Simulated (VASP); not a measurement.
Runs of VASP 6.6.1 on ZrC. The structure is that of space group F-43m (No. 216), or close to it. The cells are those of the table. 

```csv
task,level,cell,k mesh,cutoff (eV),grid for exact exchange (PRECFOCK),share of exact exchange,screening parameter,gap on the mesh (eV),pressure (GPa)
relaxation of cell and atoms,PBEsol-based global hybrid,"relaxed from a = 3.600 Å, angles 60.0°, 2 atoms",5 × 5 × 5,600,Normal,0.25,-,2.11,0.0
single point,PBEsol-based screened hybrid,"a = 3.570 Å, angles 60.0°, 2 atoms",5 × 5 × 5,520,Normal,0.25,0.207 1/Å,1.40,0.2
single point,HF,"a = 3.659 Å, angles 60.0°, 2 atoms",5 × 5 × 5,520,Normal,-,-,(a),(c)
single point,PBE,"a = 3.600 Å, angles 60.0°, 2 atoms",9 × 9 × 9,520,-,-,-,0.55,0.1
single point,PBE,"a = 3.647 Å, angles 60.0°, 2 atoms",9 × 9 × 9,520,-,-,-,(d),(b)
single point,PBE,"a = 3.576 Å, angles 60.0°, 2 atoms",9 × 9 × 9,520,-,-,-,0.54,3.2
single point,PBE-based screened hybrid,"a = 3.591 Å, angles 60.0°, 2 atoms",5 × 5 × 5,520,Normal,0.25,0.3 1/Å,1.29,0.1
```

Alike in all rows: potentials or basis VASP PAW PBE potentials, release 64 (Zr_sv, C); no spin polarisation; smearing fermi-dirac 0.05 eV.

Question: Estimate the missing entries.

Answer: (a) 7.30; (b) -5.2; (c) -0.1; (d) 0.57.

Caveats: some runs use coarse meshes; the PAW data sets were made with another functional, which shifts forces and pressure a little (some runs).

A k mesh can miss the band edges, and the runs leave out spin-orbit coupling on Zr.
